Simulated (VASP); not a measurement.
# BiTe (Fm-3m) in VASP: settings compared

Aim: see how the results for BiTe move with the level of theory and the settings. Levels: LDA, PBE. Tasks: single point.

All numbers are computed with VASP 6.6.1; they aren't measurements. Logs are shortened: lines on timing, memory, paths and dates and some standing lists are left out, and cuts for length are marked.

**1. The cell of the first run**

Symmetry: Fm-3m, No. 225, cubic system. Conventional cell: a = 6.470 Å, b = 6.470 Å, c = 6.470 Å, α = 90.00°, β = 90.00°, γ = 90.00°. Within 4.3 Å of Bi (site symmetry m-3m) lie 6 Te at 3.23 Å. Within 4.3 Å of Te (site symmetry m-3m) lie 6 Bi at 3.23 Å.

**2. Single point, LDA**

File INCAR:

```
SYSTEM = BiTe
  PREC = Accurate
  ENCUT = 500
  EDIFF = 1E-6
  ISMEAR = 0
  SIGMA = 0.1
  LREAL = .FALSE.
  LASPH = .TRUE.
  NELM = 120
  ALGO = Normal
  ISIF = 2
  LWAVE = .FALSE.
  LCHARG = .FALSE.
  GGA = CA
  NBANDS = 18
  GGA_COMPAT = .FALSE.
```

File KPOINTS:

```
Automatic mesh
0
G
  4 4 4
  0 0 0
```

File POSCAR:

```
BiTe
1.0
    0.0000000000      3.2350000000      3.2350000000
    3.2350000000      0.0000000000      3.2350000000
    3.2350000000      3.2350000000      0.0000000000
Bi Te
1 1
Direct
    0.0000000000      0.0000000000      0.0000000000
    0.5000000000      0.5000000000      0.5000000000
```

Potentials or basis: VASP PAW LDA potentials, release 64 (Bi_d, Te).

Run with:

```bash
cat potpaw_LDA.64/Bi_d/POTCAR potpaw_LDA.64/Te/POTCAR > POTCAR
mpirun -np 1 vasp_std > vasp.out
```

OUTCAR:

```text
SYSTEM = BiTe
   PREC = Accurate
   ENCUT = 500
   EDIFF = 1E-6
   ISMEAR = 0
   LREAL = .FALSE.
   LASPH = .TRUE.
   NELM = 120
   ISIF = 2
   GGA = CA

 ion  position               nearest neighbor table
   1  0.000  0.000  0.000-   2 3.23   2 3.23   2 3.23   2 3.23   2 3.23   2 3.23
   2  0.500  0.500  0.500-   1 3.23   1 3.23   1 3.23   1 3.23   1 3.23   1 3.23

  LATTYP: Found a face centered cubic cell.
 ALAT       =     6.4700000000

  Lattice vectors:

 A1 = (   0.0000000000,   3.2350000000,   3.2350000000)
 A2 = (   3.2350000000,   0.0000000000,   3.2350000000)
 A3 = (   3.2350000000,   3.2350000000,   0.0000000000)

Analysis of symmetry for initial positions (statically):
=====================================================================
 Subroutine PRICEL returns:
 Original cell was already a primitive cell.

 Routine SETGRP: Setting up the symmetry group for a
 face centered cubic supercell.

 Subroutine GETGRP returns: Found 48 space group operations
 (whereof 48 operations were pure point group operations)
 out of a pool of 48 trial point group operations.

The static configuration has the point symmetry O_h .

Analysis of symmetry for dynamics (positions and initial velocities):
=====================================================================
 Subroutine PRICEL returns:
 Original cell was already a primitive cell.

 Routine SETGRP: Setting up the symmetry group for a
 face centered cubic supercell.

 Subroutine GETGRP returns: Found 48 space group operations
 (whereof 48 operations were pure point group operations)
 out of a pool of 48 trial point group operations.

The dynamic configuration has the point symmetry O_h .

 Subroutine INISYM returns: Found 48 space group operations
 (whereof 48 operations are pure point group operations),
 and found     1 'primitive' translations

----------------------------------------------------------------------------------------

                                     Primitive cell

  volume of cell :      67.7100

  direct lattice vectors                    reciprocal lattice vectors
     0.000000000  3.235000000  3.235000000    -0.154559505  0.154559505  0.154559505
     3.235000000  0.000000000  3.235000000     0.154559505 -0.154559505  0.154559505
     3.235000000  3.235000000  0.000000000     0.154559505  0.154559505 -0.154559505

  length of vectors
     4.574980874  4.574980874  4.574980874     0.267704916  0.267704916  0.267704916

  position of ions in fractional coordinates (direct lattice)
     0.000000000  0.000000000  0.000000000
     0.500000000  0.500000000  0.500000000

  ion indices of the primitive-cell ions
   primitive index   ion index
                 1           1
                 2           2

----------------------------------------------------------------------------------------

 KPOINTS: Automatic mesh

Automatic generation of k-mesh.
 Grid dimensions read from file:
 generate k-points for:    4    4    4

 Generating k-lattice:

  Cartesian coordinates                     Fractional coordinates (reciprocal lattice)
    -0.038639876  0.038639876  0.038639876     0.250000000  0.000000000  0.000000000
     0.038639876 -0.038639876  0.038639876     0.000000000  0.250000000  0.000000000
     0.038639876  0.038639876 -0.038639876     0.000000000  0.000000000  0.250000000

  Length of vectors
     0.066926229  0.066926229  0.066926229

  Shift w.r.t. Gamma in fractional coordinates (k-lattice)
     0.000000000  0.000000000  0.000000000

 Subroutine IBZKPT returns following result:
 ===========================================

 Found      8 irreducible k-points:

 Following reciprocal coordinates:
            Coordinates               Weight
  0.000000  0.000000  0.000000      1.000000
  0.250000  0.000000  0.000000      8.000000
  0.500000  0.000000  0.000000      4.000000
  0.250000  0.250000  0.000000      6.000000
  0.500000  0.250000  0.000000     24.000000
 -0.250000  0.250000  0.000000     12.000000
  0.500000  0.500000  0.000000      3.000000
 -0.250000  0.500000  0.250000      6.000000
   k-points           NKPTS =      8   k-points in BZ     NKDIM =      8   number of bands    NBANDS=     18
   number of dos      NEDOS =    301   number of ions     NIONS =      2
   total plane-waves  NPLWV =  46656
   dimension x,y,z NGX =    36 NGY =   36 NGZ =   36
   dimension x,y,z NGXF=    72 NGYF=   72 NGZF=   72
   ions per type =               1   1
   NGX,Y,Z   is equivalent  to a cutoff of  13.08, 13.08, 13.08 a.u.
   NGXF,Y,Z  is equivalent  to a cutoff of  26.16, 26.16, 26.16 a.u.
 SYSTEM =  BiTe
   PREC   = accura    normal or accurate (medium, high low for compatibility)
   ISTART =      0    job   : 0-new  1-cont  2-samecut
   ICHARG =      2    charge: 1-file 2-atom 10-const
   ISPIN  =      1    spin polarized calculation?
   LNONCOLLINEAR =      F non collinear calculations
   LSORBIT =      F    spin-orbit coupling
   LASPH  =      T    aspherical Exc in radial PAW
   ENCUT  =  500.0 eV  36.75 Ry    6.06 a.u.   8.34  8.34  8.34*2*pi/ulx,y,z
   NELM   =    120;   NELMIN=  2; NELMDL= -5     # of ELM steps
   EDIFF  = 0.1E-05   stopping-criterion for ELM
   LREAL  =      F    real-space projection
   EDIFFG = 0.1E-04   stopping-criterion for IOM
   NSW    =      0    number of steps for IOM
   IBRION =     -1    ionic relax: 0-MD 1-quasi-New 2-CG
   NFREE  =      0    steps in history (QN), initial steepest desc. (CG)
   ISIF   =      2    stress and relaxation
   ISYM   =      2    0-nonsym 1-usesym 2-fastsym
   POTIM  = 0.5000    time-step for ionic-motion
   TEBEG  =    0.0;   TEEND  =   0.0 temperature during run
   PSTRESS=    0.0 pullay stress
   NELECT =      21.0000    total number of electrons
   NUPDOWN=      -1.0000    fix difference up-down
   EMIN   =  10.00;   EMAX   =-10.00  energy-range for DOS
   EFERMI =   0.00;   METHOD = LEGACY
   ISMEAR =     0;   SIGMA  =   0.10  broadening in eV -4-tet -1-fermi 0-gaus
   EFERMI_NEDOS =   21; number of points for ismear=-14 and -15
   IALGO  =     38    algorithm
   IMIX   =      4    mixing-type and parameters
     AMIX     =   0.40;   BMIX     =  1.00
     AMIX_MAG =   1.60;   BMIX_MAG =  1.00
  volume/ion in A,a.u.               =      33.86       228.46
  Fermi-wavevector in a.u.,A,eV,Ry     =   1.108146  2.094092 16.707785  1.227988
  Thomas-Fermi vector in A             =   2.244669
   LORBIT       =      0    0 simple, 1 ext, 2 COOP (PROOUT), +10 PAW based schemes
   GGA     = CA    functional components
   LHFCALC =     F    Hartree Fock is set to
   AEXX    =    0.0000 exact exchange contribution
   IVDW    =     0    specifies the selected vdW correction
   LEPSILON=     F    determine dielectric tensor
   LRPA    =     F    only Hartree local field effects (RPA)
 non-spin polarized calculation
 Gauss-broadening in eV      SIGMA  =   0.10
  energy-cutoff  :      500.00
  volume of cell :       67.71
 maximum number of plane-waves:      1759
 NGX is ok and might be reduce to    36
   NGX = 17   NGY = 17   NGZ = 17

 number of electron      21.0000001 magnetization

 Free energy of the ion-electron system (eV)
  ---------------------------------------------------
  ext. energy  EPLUGINS =         0.00000000
  ---------------------------------------------------
  free energy    TOTEN  =        -8.51825741 eV

  energy without entropy =       -8.49932595  energy(sigma->0) =       -8.50879168

 E-fermi :   6.3951     XC(G=0):  -9.6705

 val. band max:        6.3486931239   @ k =  -0.2500   0.2500   0.0000
 cond. band min:       6.4089578848   @ k =  -0.2500   0.2500   0.0000
 fundamental gap:      0.0602647609
 Fermi energy:         6.3951463321

 k-point     1 :       0.0000    0.0000    0.0000
  band No.  band energies     occupation
      1     -16.6115      2.00000
      2     -16.6115      2.00000
      3     -16.6060      2.00000
      4     -16.6060      2.00000
      5     -16.6060      2.00000
      6      -7.0867      2.00000
      7      -1.7232      2.00000
      8       3.9174      2.00000
      9       3.9174      2.00000
     10       3.9174      2.00000
     11       8.5649      0.00000
     12       8.5649      0.00000
     13       8.5649      0.00000
     14      11.1224      0.00000
     15      11.1224      0.00000
     16      11.1224      0.00000
     17      12.5004      0.00000
     18      12.9362      0.00000

 k-point     2 :       0.2500    0.0000    0.0000
  band No.  band energies     occupation
      1     -16.6135      2.00000
      2     -16.6135      2.00000
      3     -16.6050      2.00000
      4     -16.6027      2.00000
      5     -16.6027      2.00000
      6      -6.5362      2.00000
      7      -2.9021      2.00000
      8       4.1137      2.00000
      9       4.1137      2.00000
     10       4.3332      2.00000
     11       6.8855      0.00000
     12       7.0833      0.00000
     13       7.0833      0.00000
     14      11.2489      0.00000
     15      12.1912      0.00000
     16      12.1912      0.00000
     17      15.1620      0.00000
     18      15.6125      0.00000

 k-point     3 :       0.5000    0.0000    0.0000
  band No.  band energies     occupation
      1     -16.6160      2.00000
      2     -16.6160      2.00000
      3     -16.6041      2.00000
      4     -16.5990      2.00000
      5     -16.5990      2.00000
      6      -5.1472      2.00000
      7      -4.8090      2.00000
      8       4.5535      2.00000
      9       4.5535      2.00000
     10       4.8558      2.00000
     11       5.5785      2.00000
     12       5.8101      2.00000
     13       5.8101      2.00000
     14      13.7100      0.00000
     15      14.1723      0.00000
     16      14.6427      0.00000
     17      14.6427      0.00000
     18      15.6516      0.00000

 k-point     4 :       0.2500    0.2500    0.0000
  band No.  band energies     occupation
      1     -16.6182      2.00000
      2     -16.6091      2.00000
      3     -16.6077      2.00000
      4     -16.6007      2.00000
      5     -16.6007      2.00000
      6      -6.3863      2.00000
      7      -2.8334      2.00000
      8       3.0864      2.00000
      9       3.0864      2.00000
     10       3.6998      2.00000
     11       7.2430      0.00000
     12       9.1260      0.00000
     13       9.1260      0.00000
     14       9.4461      0.00000
     15      13.4551      0.00000
     16      13.6169      0.00000
     17      13.6169      0.00000
     18      13.7806      0.00000

 k-point     5 :       0.5000    0.2500    0.0000
  band No.  band energies     occupation
      1     -16.6205      2.00000
      2     -16.6111      2.00000
      3     -16.6055      2.00000
      4     -16.5989      2.00000
      5     -16.5975      2.00000
      6      -5.3503      2.00000
      7      -4.0979      2.00000
      8       2.0159      2.00000
      9       3.1172      2.00000
     10       3.1823      2.00000
     11       8.0399      0.00000
     12       8.1000      0.00000
     13       9.1746      0.00000
     14      10.4117      0.00000
     15      14.2777      0.00000
     16      15.0453      0.00000
     17      15.7380      0.00000
     18      16.2793      0.00000

 k-point     6 :      -0.2500    0.2500    0.0000
  band No.  band energies     occupation
      1     -16.6160      2.00000
      2     -16.6144      2.00000
      3     -16.6027      2.00000
      4     -16.6006      2.00000
      5     -16.6005      2.00000
      6      -5.6939      2.00000
      7      -3.9014      2.00000
      8       2.1599      2.00000
      9       4.2747      2.00000
     10       4.3667      2.00000
     11       6.3487      1.48879
     12       6.4090      0.84514
     13       9.6103      0.00000
     14      11.7641      0.00000
     15      12.6109      0.00000
     16      13.7162      0.00000
     17      14.5590      0.00000
     18      16.0407      0.00000

 k-point     7 :       0.5000    0.5000    0.0000
  band No.  band energies     occupation
      1     -16.6258      2.00000
      2     -16.6095      2.00000
      3     -16.6068      2.00000
      4     -16.5953      2.00000
      5     -16.5953      2.00000
      6      -5.3354      2.00000
      7      -3.5283      2.00000
      8       0.7946      2.00000
      9       2.4461      2.00000
     10       2.4461      2.00000
     11       8.6748      0.00000
     12       9.9944      0.00000
     13       9.9944      0.00000
     14      11.3458      0.00000
     15      15.1401      0.00000
     16      15.7598      0.00000
     17      16.0325      0.00000
     18      17.0179      0.00000

 k-point     8 :      -0.2500    0.5000    0.2500
  band No.  band energies     occupation
      1     -16.6211      2.00000
      2     -16.6111      2.00000
      3     -16.6025      2.00000
      4     -16.6025      2.00000
      5     -16.5953      2.00000
      6      -4.7981      2.00000
      7      -4.4369      2.00000
      8       1.4842      2.00000
      9       1.4842      2.00000
     10       4.8896      2.00000
     11       6.1658      1.99882
     12      10.3465      0.00000
     13      10.3465      0.00000
     14      11.5679      0.00000
     15      11.5679      0.00000
     16      15.9235      0.00000
     17      16.1960      0.00000
     18      17.1347      0.00000

------------------------ aborting loop because EDIFF is reached ----------------------------------------

  FORCE on cell =-STRESS in cart. coord.  units (eV):
  Direction    XX          YY          ZZ          XY          YZ          ZX
  --------------------------------------------------------------------------------------
  -------------------------------------------------------------------------------------
  Total       -1.1999263     -1.1999263     -1.1999263     -0.0000000      0.0000000     -0.0000000
  in kB      -28.3930657    -28.3930657    -28.3930657     -0.0000000      0.0000000     -0.0000000
  external PRESSURE =     -28.3930657 kB  Pullay stress =       0.0000000 kB

 VOLUME and BASIS-vectors are now :
 -----------------------------------------------------------------------------
  energy-cutoff  :      500.00
  volume of cell :       67.71
      direct lattice vectors                 reciprocal lattice vectors
     0.000000000  3.235000000  3.235000000    -0.154559505  0.154559505  0.154559505
     3.235000000  0.000000000  3.235000000     0.154559505 -0.154559505  0.154559505
     3.235000000  3.235000000  0.000000000     0.154559505  0.154559505 -0.154559505

 POSITION                                       TOTAL-FORCE (eV/Angst)
 -----------------------------------------------------------------------------------
      0.00000      0.00000      0.00000         0.000000     -0.000000      0.000000
      3.23500      3.23500      3.23500        -0.000000      0.000000     -0.000000
 -----------------------------------------------------------------------------------
    total drift:                               -0.000000      0.000000      0.000000

  FREE ENERGIE OF THE ION-ELECTRON SYSTEM (eV)
  ---------------------------------------------------
  free  energy   TOTEN  =        -8.5182574131 eV

  energy  without entropy=       -8.4993259472  energy(sigma->0) =       -8.50879168
```

Wall time 4.6 s (1 thread of AMD EPYC 9R45 (Zen 5), shared host); peak memory 0.14 GiB.

What came out:

```
Free energy : -8.5183 eV
Pressure    : -2.8 GPa
```

Caveat: the k points lie up to 0.42 Å⁻¹ apart; spin-orbit coupling is left out, which moves the levels of the heavy elements.

**3. Single point, PBE**

File INCAR:

```
SYSTEM = BiTe
PREC = Accurate
ENCUT = 500
EDIFF = 1E-6
ISMEAR = 0
SIGMA = 0.1
LREAL = .FALSE.
LASPH = .TRUE.
NELM = 120
ALGO = Normal
ISIF = 2
LWAVE = .FALSE.
LCHARG = .FALSE.
GGA = PE
ISYM = 0
NBANDS = 18
GGA_COMPAT = .FALSE.
```

File KPOINTS:

```
regular mesh
0
G
  3 5 2
  0 0 0
```

POSCAR is that of step 2.

Potentials or basis: VASP PAW PBE potentials, release 64 (Bi_d, Te).

Run with:

```bash
cat potpaw_PBE.64/Bi_d/POTCAR potpaw_PBE.64/Te/POTCAR > POTCAR
mpirun -np 1 vasp_std > vasp.out
```

It took 40 s on 1 thread of AMD EPYC 7R13, shared host; peak memory 0.17 GiB.

The run converged, but its numbers aren't listed here, since they failed a check.

Caveat: the k points lie up to 0.84 Å⁻¹ apart; spin-orbit coupling is left out, which moves the levels of the heavy elements.

[end of part 1 of 2]
